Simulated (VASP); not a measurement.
# AlNi (rocksalt type) (Fm-3m) in VASP: notebook

Runs on AlNi (rocksalt type). Level: PBE. Tasks: single point.

Program: VASP 6.6.1. These are calculated values, not measurements. Logs are shortened: lines on timing, memory, paths and dates and some standing lists are left out, and cuts for length are marked.

## (1) The cell of the first run

It takes space group Fm-3m (No. 225, cubic). Conventional cell: a = 4.143 Å, b = 4.143 Å, c = 4.143 Å, α = 90.00°, β = 90.00°, γ = 90.00°. Within 2.7 Å of Ni (site symmetry m-3m) lie 6 Al at 2.07 Å. Al (site symmetry m-3m) has 6 Ni at 2.07 Å within 2.7 Å.

## (2) Single point, PBE (volume scaled by 0.62, to set the pressure)

File INCAR:

```
SYSTEM = AlNi
PREC = Accurate ; ENCUT = 520
EDIFF = 1E-7 ; ISMEAR = -1
SIGMA = 0.05 ; LREAL = .False.
LASPH = .True. ; NELM = 80
ALGO = Normal ; ISIF = 2
LWAVE = .False. ; LCHARG = .True.
GGA = PE ; LELF = .True.
LVHAR = .True. ; NBANDS = 14
```

File KPOINTS:

```
Automatic mesh
0
Gamma
  16 16 16
  0 0 0
```

File POSCAR:

```
AlNi
1.0
    0.0000000000      2.0715054906      2.0715054906
    2.0715054906      0.0000000000      2.0715054906
    2.0715054906      2.0715054906      0.0000000000
Ni Al
1 1
Direct
    0.0000000000      0.0000000000      0.0000000000
    0.5000000000      0.5000000000      0.5000000000
```

Potentials or basis: VASP PAW PBE potentials, release 64 (Ni, Al).

Command:

```bash
cat potpaw_PBE.64/Ni/POTCAR potpaw_PBE.64/Al/POTCAR > POTCAR
mpirun -np 1 vasp_std > vasp.out
```

OUTCAR:

```text
SYSTEM = AlNi
   PREC = Accurate
   ENCUT = 520
   EDIFF = 1E-7
   ISMEAR = -1
   LREAL = .False.
   LASPH = .True.
   NELM = 80
   ISIF = 2
   GGA = PE

 ion  position               nearest neighbor table
   1  0.000  0.000  0.000-   2 2.07   2 2.07   2 2.07   2 2.07   2 2.07   2 2.07
   2  0.500  0.500  0.500-   1 2.07   1 2.07   1 2.07   1 2.07   1 2.07   1 2.07

  LATTYP: Found a face centered cubic cell.
 ALAT       =     4.1430109812

  Lattice vectors:

 A1 = (   0.0000000000,   2.0715054906,   2.0715054906)
 A2 = (   2.0715054906,   0.0000000000,   2.0715054906)
 A3 = (   2.0715054906,   2.0715054906,   0.0000000000)

Analysis of symmetry for initial positions (statically):
=====================================================================
 Subroutine PRICEL returns:
 Original cell was already a primitive cell.

 Routine SETGRP: Setting up the symmetry group for a
 face centered cubic supercell.

 Subroutine GETGRP returns: Found 48 space group operations
 (whereof 48 operations were pure point group operations)
 out of a pool of 48 trial point group operations.

The static configuration has the point symmetry O_h .

Analysis of symmetry for dynamics (positions and initial velocities):
=====================================================================
 Subroutine PRICEL returns:
 Original cell was already a primitive cell.

 Routine SETGRP: Setting up the symmetry group for a
 face centered cubic supercell.

 Subroutine GETGRP returns: Found 48 space group operations
 (whereof 48 operations were pure point group operations)
 out of a pool of 48 trial point group operations.

The dynamic configuration has the point symmetry O_h .

 Subroutine INISYM returns: Found 48 space group operations
 (whereof 48 operations are pure point group operations),
 and found     1 'primitive' translations

----------------------------------------------------------------------------------------

                                     Primitive cell

  volume of cell :      17.7782

  direct lattice vectors                    reciprocal lattice vectors
     0.000000000  2.071505491  2.071505491    -0.241370347  0.241370347  0.241370347
     2.071505491  0.000000000  2.071505491     0.241370347 -0.241370347  0.241370347
     2.071505491  2.071505491  0.000000000     0.241370347  0.241370347 -0.241370347

  length of vectors
     2.929551159  2.929551159  2.929551159     0.418065705  0.418065705  0.418065705

  position of ions in fractional coordinates (direct lattice)
     0.000000000  0.000000000  0.000000000
     0.500000000  0.500000000  0.500000000

  ion indices of the primitive-cell ions
   primitive index   ion index
                 1           1
                 2           2

----------------------------------------------------------------------------------------

 KPOINTS: Automatic mesh

Automatic generation of k-mesh.
 Grid dimensions read from file:
 generate k-points for:   16   16   16

 Generating k-lattice:

  Cartesian coordinates                     Fractional coordinates (reciprocal lattice)
    -0.015085647  0.015085647  0.015085647     0.062500000  0.000000000  0.000000000
     0.015085647 -0.015085647  0.015085647     0.000000000  0.062500000  0.000000000
     0.015085647  0.015085647 -0.015085647     0.000000000  0.000000000  0.062500000

  Length of vectors
     0.026129107  0.026129107  0.026129107

  Shift w.r.t. Gamma in fractional coordinates (k-lattice)
     0.000000000  0.000000000  0.000000000

 Subroutine IBZKPT returns following result:
 ===========================================

 Found    145 irreducible k-points:

 Following reciprocal coordinates:
            Coordinates               Weight
  0.000000  0.000000  0.000000      1.000000
  0.062500  0.000000  0.000000      8.000000
  0.125000  0.000000  0.000000      8.000000
  0.187500  0.000000  0.000000      8.000000
  0.250000  0.000000  0.000000      8.000000
  0.312500  0.000000  0.000000      8.000000
[... 16 lines left out ...]
 -0.125000  0.062500  0.000000     24.000000
 -0.062500  0.062500  0.000000     12.000000
 [... further k-points ...]
   k-points           NKPTS =    145   k-points in BZ     NKDIM =    145   number of bands    NBANDS=     14
   number of dos      NEDOS =    301   number of ions     NIONS =      2
   total plane-waves  NPLWV =  13824
   dimension x,y,z NGX =    24 NGY =   24 NGZ =   24
   dimension x,y,z NGXF=    48 NGYF=   48 NGZF=   48
   ions per type =               1   1
   NGX,Y,Z   is equivalent  to a cutoff of  13.62, 13.62, 13.62 a.u.
   NGXF,Y,Z  is equivalent  to a cutoff of  27.24, 27.24, 27.24 a.u.
 SYSTEM =  AlNi
   PREC   = accura    normal or accurate (medium, high low for compatibility)
   ISTART =      0    job   : 0-new  1-cont  2-samecut
   ICHARG =      2    charge: 1-file 2-atom 10-const
   ISPIN  =      1    spin polarized calculation?
   LNONCOLLINEAR =      F non collinear calculations
   LSORBIT =      F    spin-orbit coupling
   LASPH  =      T    aspherical Exc in radial PAW
   ENCUT  =  520.0 eV  38.22 Ry    6.18 a.u.   5.45  5.45  5.45*2*pi/ulx,y,z
   NELM   =     80;   NELMIN=  2; NELMDL= -5     # of ELM steps
   EDIFF  = 0.1E-06   stopping-criterion for ELM
   LREAL  =      F    real-space projection
   EDIFFG = 0.1E-05   stopping-criterion for IOM
   NSW    =      0    number of steps for IOM
   IBRION =     -1    ionic relax: 0-MD 1-quasi-New 2-CG
   NFREE  =      0    steps in history (QN), initial steepest desc. (CG)
   ISIF   =      2    stress and relaxation
   ISYM   =      2    0-nonsym 1-usesym 2-fastsym
   POTIM  = 0.5000    time-step for ionic-motion
   TEBEG  =    0.0;   TEEND  =   0.0 temperature during run
   PSTRESS=    0.0 pullay stress
   NELECT =      13.0000    total number of electrons
   NUPDOWN=      -1.0000    fix difference up-down
   EMIN   =  10.00;   EMAX   =-10.00  energy-range for DOS
   EFERMI =   0.00;   METHOD = LEGACY
   ISMEAR =    -1;   SIGMA  =   0.05  broadening in eV -4-tet -1-fermi 0-gaus
   EFERMI_NEDOS =   21; number of points for ismear=-14 and -15
   IALGO  =     38    algorithm
   IMIX   =      4    mixing-type and parameters
     AMIX     =   0.40;   BMIX     =  1.00
     AMIX_MAG =   1.60;   BMIX_MAG =  1.00
  volume/ion in A,a.u.               =       8.89        59.99
  Fermi-wavevector in a.u.,A,eV,Ry     =   1.474891  2.787139 29.596792  2.175303
  Thomas-Fermi vector in A             =   2.589607
   LORBIT       =      0    0 simple, 1 ext, 2 COOP (PROOUT), +10 PAW based schemes
   GGA     = PE    functional components
   LHFCALC =     F    Hartree Fock is set to
   AEXX    =    0.0000 exact exchange contribution
   IVDW    =     0    specifies the selected vdW correction
   LEPSILON=     F    determine dielectric tensor
   LRPA    =     F    only Hartree local field effects (RPA)
 non-spin polarized calculation
  energy-cutoff  :      520.00
  volume of cell :       17.78
 maximum number of plane-waves:       531
 NGX is ok and might be reduce to    24
   NGX = 11   NGY = 11   NGZ = 11

 number of electron      12.9999993 magnetization

 Free energy of the ion-electron system (eV)
  ---------------------------------------------------
  ext. energy  EPLUGINS =         0.00000000
  ---------------------------------------------------
  free energy    TOTEN  =        -6.06476192 eV

  energy without entropy =       -6.05884405  energy(sigma->0) =       -6.06180299

 E-fermi :  14.9226     XC(G=0): -13.4825

 val. band max:       14.9071420428   @ k =   0.4375   0.1250   0.0625
 cond. band min:      14.9329219006   @ k =  -0.4375   0.3750   0.1250
 fundamental gap:      0.0257798578
 Fermi energy:        14.9225957366

 k-point     1 :       0.0000    0.0000    0.0000
  band No.  band energies     occupation
      1       1.2154      2.00000
      2      10.5923      2.00000
      3      10.5923      2.00000
      4      10.5923      2.00000
      5      10.9007      2.00000
      6      10.9007      2.00000
      7      25.1075      0.00000
      8      25.1075      0.00000
      9      25.1075      0.00000
     10      27.1774      0.00000
     11      27.6415      0.00000
     12      27.6415      0.00000
     13      27.6415      0.00000
     14      34.0514      0.00000

 k-point     2 :       0.0625    0.0000    0.0000
  band No.  band energies     occupation
      1       1.3221      2.00000
      2      10.5413      2.00000
      3      10.6206      2.00000
      4      10.6206      2.00000
      5      10.8938      2.00000
      6      10.8938      2.00000
      7      24.0373      0.00000
      8      24.9535      0.00000
      9      24.9535      0.00000
     10      26.5908      0.00000
     11      27.9062      0.00000
     12      27.9062      0.00000
     13      29.2597      0.00000
     14      32.8884      0.00000

 k-point     3 :       0.1250    0.0000    0.0000
  band No.  band energies     occupation
      1       1.6394      2.00000
      2      10.3935      2.00000
      3      10.6566      2.00000
      4      10.6566      2.00000
      5      10.9220      2.00000
      6      10.9220      2.00000
      7      22.0391      0.00000
      8      24.6097      0.00000
      9      24.6097      0.00000
     10      26.4963      0.00000
     11      28.5318      0.00000
     12      28.5318      0.00000
     13      31.0816      0.00000
     14      31.4364      0.00000
[... 324 lines left out ...]
 k-point    23 :      -0.1250    0.0625    0.0000
  band No.  band energies     occupation
      1       1.8837      2.00000
      2      10.2887      2.00000
      3      10.6270      2.00000
      4      10.7004      2.00000
      5      10.8617      2.00000
      6      11.0632      2.00000
      7      21.3879      0.00000
      8      22.8970      0.00000
      9      25.5838      0.00000
     10      26.7430      0.00000
     11      28.1453      0.00000
     12      29.0998      0.00000
     13      29.6719      0.00000
     14      31.8444      0.00000

 k-point    24 :      -0.0625    0.0625    0.0000
  band No.  band energies     occupation
      1       1.4988      2.00000
      2      10.4588      2.00000
      3      10.6442      2.00000
      4      10.6732      2.00000
      5      10.8405      2.00000
      6      10.9417      2.00000
      7      23.4037      0.00000
      8      23.4649      0.00000
      9      25.4607      0.00000
     10      26.5684      0.00000
     11      27.7514      0.00000
     12      28.7316      0.00000
     13      30.4808      0.00000
     14      31.1849      0.00000

 [... further k-points ...]
[... 5 lines left out ...]
  --------------------------------------------------------------------------------------
  -------------------------------------------------------------------------------------
  Total       15.9857346     15.9857346     15.9857346      0.0000000      0.0000000     -0.0000000
  in kB     1440.6381782   1440.6381782   1440.6381782      0.0000000      0.0000000     -0.0000000
  external PRESSURE =    1440.6381782 kB  Pullay stress =       0.0000000 kB

 VOLUME and BASIS-vectors are now :
 -----------------------------------------------------------------------------
  energy-cutoff  :      520.00
  volume of cell :       17.78
      direct lattice vectors                 reciprocal lattice vectors
     0.000000000  2.071505491  2.071505491    -0.241370347  0.241370347  0.241370347
     2.071505491  0.000000000  2.071505491     0.241370347 -0.241370347  0.241370347
     2.071505491  2.071505491  0.000000000     0.241370347  0.241370347 -0.241370347

 POSITION                                       TOTAL-FORCE (eV/Angst)
 -----------------------------------------------------------------------------------
      0.00000      0.00000      0.00000         0.000000     -0.000000      0.000000
      2.07151      2.07151      2.07151        -0.000000      0.000000     -0.000000
 -----------------------------------------------------------------------------------
    total drift:                                0.000000     -0.000000     -0.000000

  FREE ENERGIE OF THE ION-ELECTRON SYSTEM (eV)
  ---------------------------------------------------
  free  energy   TOTEN  =        -6.0647619249 eV

  energy  without entropy=       -6.0588440490  energy(sigma->0) =       -6.06180299
```

Run time: 84 s. Hardware: 1 thread of AMD EPYC 7R13, shared host; peak memory 0.14 GiB.

Results:

```
Free energy : -6.0648 eV
Pressure    : 144.1 GPa
```

Caveat: the cell differs from its parent crystal (volume scaled by 0.62, to set the pressure). Spin polarisation is off, so any magnetic state and its effect on volume and gap are missing.

## (3) Single point, PBE

This run uses another cell than the first one, of 8.94 Å³/atom, 1.006 times its volume.

File INCAR:

```
ALGO = Normal
EDIFF = 1E-6
ENCUT = 520
GGA = PE
ISIF = 2
ISMEAR = -1
LASPH = True
LCHARG = False
LREAL = False
LWAVE = False
NBANDS = 14
NELM = 80
PREC = Accurate
SIGMA = 0.05
```

File KPOINTS:

```
k-points
0
Gamma
  16 16 16
```

File POSCAR:

```
AlNi
1.0
    0.0000000000      2.0757675785      2.0757675785
    2.0757675785      0.0000000000      2.0757675785
    2.0757675785      2.0757675785      0.0000000000
Ni Al
1 1
Direct
    0.0000000000      0.0000000000      0.0000000000
    0.5000000000      0.5000000000      0.5000000000
```

Potentials or basis: VASP PAW PBE potentials, release 64 (Ni, Al).

Command:

```bash
cat potpaw_PBE.64/Ni/POTCAR potpaw_PBE.64/Al/POTCAR > POTCAR
mpirun -np 1 vasp_std > vasp.out
```

OUTCAR:

```text
EDIFF = 1E-6
   ENCUT = 520
   GGA = PE
   ISIF = 2
   ISMEAR = -1
   LASPH = True
   LREAL = False
   NELM = 80
   PREC = Accurate

 ion  position               nearest neighbor table
   1  0.000  0.000  0.000-   2 2.08   2 2.08   2 2.08   2 2.08   2 2.08   2 2.08
   2  0.500  0.500  0.500-   1 2.08   1 2.08   1 2.08   1 2.08   1 2.08   1 2.08

  LATTYP: Found a face centered cubic cell.
 ALAT       =     4.1515351570

  Lattice vectors:

 A1 = (   0.0000000000,   2.0757675785,   2.0757675785)
 A2 = (   2.0757675785,   0.0000000000,   2.0757675785)
 A3 = (   2.0757675785,   2.0757675785,   0.0000000000)

Analysis of symmetry for initial positions (statically):
=====================================================================
 Subroutine PRICEL returns:
 Original cell was already a primitive cell.

 Routine SETGRP: Setting up the symmetry group for a
 face centered cubic supercell.

 Subroutine GETGRP returns: Found 48 space group operations
 (whereof 48 operations were pure point group operations)
 out of a pool of 48 trial point group operations.

The static configuration has the point symmetry O_h .

Analysis of symmetry for dynamics (positions and initial velocities):
[... 166 lines left out ...]
 k-point     1 :       0.0000    0.0000    0.0000
  band No.  band energies     occupation
      1       1.1588      2.00000
      2      10.5178      2.00000
      3      10.5178      2.00000
      4      10.5178      2.00000
      5      10.8213      2.00000
      6      10.8213      2.00000
      7      24.9355      0.00000
      8      24.9355      0.00000
      9      24.9355      0.00000
     10      27.0607      0.00000
     11      27.4939      0.00000
     12      27.4939      0.00000
     13      27.4939      0.00000
     14      33.8729      0.00000
[... 377 lines left out ...]
      1       1.4409      2.00000
      2      10.3854      2.00000
      3      10.5685      2.00000
      4      10.5979      2.00000
      5      10.7610      2.00000
      6      10.8620      2.00000
      7      23.2522      0.00000
      8      23.3046      0.00000
      9      25.2879      0.00000
     10      26.4292      0.00000
     11      27.6040      0.00000
     12      28.5750      0.00000
     13      30.3335      0.00000
     14      31.0109      0.00000

 [... further k-points ...]
[... 5 lines left out ...]
  --------------------------------------------------------------------------------------
  -------------------------------------------------------------------------------------
  Total       15.6711957     15.6711957     15.6711957     -0.0000000     -0.0000000     -0.0000000
  in kB     1403.6102992   1403.6102992   1403.6102992     -0.0000000     -0.0000000     -0.0000000
  external PRESSURE =    1403.6102992 kB  Pullay stress =       0.0000000 kB

 VOLUME and BASIS-vectors are now :
 -----------------------------------------------------------------------------
  energy-cutoff  :      520.00
  volume of cell :       17.89
      direct lattice vectors                 reciprocal lattice vectors
     0.000000000  2.075767578  2.075767578    -0.240874752  0.240874752  0.240874752
     2.075767578  0.000000000  2.075767578     0.240874752 -0.240874752  0.240874752
     2.075767578  2.075767578  0.000000000     0.240874752  0.240874752 -0.240874752

 POSITION                                       TOTAL-FORCE (eV/Angst)
 -----------------------------------------------------------------------------------
      0.00000      0.00000      0.00000         0.000000      0.000000     -0.000000
      2.07577      2.07577      2.07577        -0.000000     -0.000000      0.000000
 -----------------------------------------------------------------------------------
    total drift:                                0.000000     -0.000000     -0.000000

  FREE ENERGIE OF THE ION-ELECTRON SYSTEM (eV)
  ---------------------------------------------------
  free  energy   TOTEN  =        -6.1623827915 eV

  energy  without entropy=       -6.1564533563  energy(sigma->0) =       -6.15941807
```

OSZICAR:

```text
N       E                     dE             d eps       ncg     rms          rms(c)
DAV:   1     0.489628828462E+02    0.48963E+02   -0.55927E+03  4220   0.107E+03
DAV:   2    -0.503636004478E+01   -0.53999E+02   -0.49068E+02  4504   0.194E+02
DAV:   3    -0.702686708630E+01   -0.19905E+01   -0.19752E+01  4866   0.404E+01
DAV:   4    -0.705081596643E+01   -0.23949E-01   -0.23943E-01  4714   0.406E+00
DAV:   5    -0.705143191337E+01   -0.61595E-03   -0.61594E-03  4984   0.695E-01    0.119E+01
DAV:   6    -0.697585196528E+01    0.75580E-01   -0.11864E+01  4540   0.589E+01    0.672E+00
DAV:   7    -0.621032307123E+01    0.76553E+00   -0.36427E+00  4720   0.346E+01    0.287E+00
DAV:   8    -0.616825220053E+01    0.42071E-01   -0.32314E-02  5282   0.141E+00    0.931E-01
DAV:   9    -0.616241219208E+01    0.58400E-02   -0.16915E-02  5332   0.199E+00    0.197E-01
DAV:  10    -0.616238535762E+01    0.26834E-04   -0.80849E-04  5680   0.374E-01    0.760E-02
DAV:  11    -0.616238514325E+01    0.21438E-06   -0.47590E-05  6430   0.898E-02    0.553E-02
DAV:  12    -0.616238262014E+01    0.25231E-05   -0.26128E-05  5168   0.787E-02    0.124E-02
DAV:  13    -0.616238279148E+01   -0.17134E-06   -0.34007E-07  2462   0.498E-03
   1 F= -.61623828E+01 E0= -.61594181E+01  d E =-.592944E-02
```

stdout:

```text
POSCAR found type information on POSCAR NiAl
 POSCAR found :  2 types and       2 ions
 scaLAPACK will be used
 LDA part: xc-table for (Slater+PW92), standard interpolation
 POSCAR, INCAR and KPOINTS ok, starting setup
 FFT: planning ... GRIDC
 FFT: planning ... GRID_SOFT
 FFT: planning ... GRID
 WAVECAR not read
 entering main loop
```

It took 74 s on 1 thread of AMD EPYC 7R13, shared host; peak memory 0.14 GiB.

What came out:

| Quantity | Value |
| --- | --- |
| Free energy | -6.1624 eV |
| Pressure | 140.4 GPa |

Levels at points of the mesh, in eV from the Fermi level:
```csv
k point,band 2,band 3,band 4,band 5,band 6,band 7,band 8,band 9,band 10,band 11
"(0.00, 0.00, 0.00)",-4.29,-4.29,-4.29,-3.99,-3.99,10.13,10.13,10.13,12.25,12.69
"(0.50, 0.00, 0.00)",-7.23,-4.65,-4.65,-2.81,-2.81,-1.27,7.76,7.76,11.05,11.59
"(0.50, 0.50, 0.00)",-5.96,-5.79,-3.36,-2.51,-2.51,-0.24,2.09,2.09,7.49,10.10
```

Spin polarisation is off, so any magnetic state and its effect on volume and gap are missing.
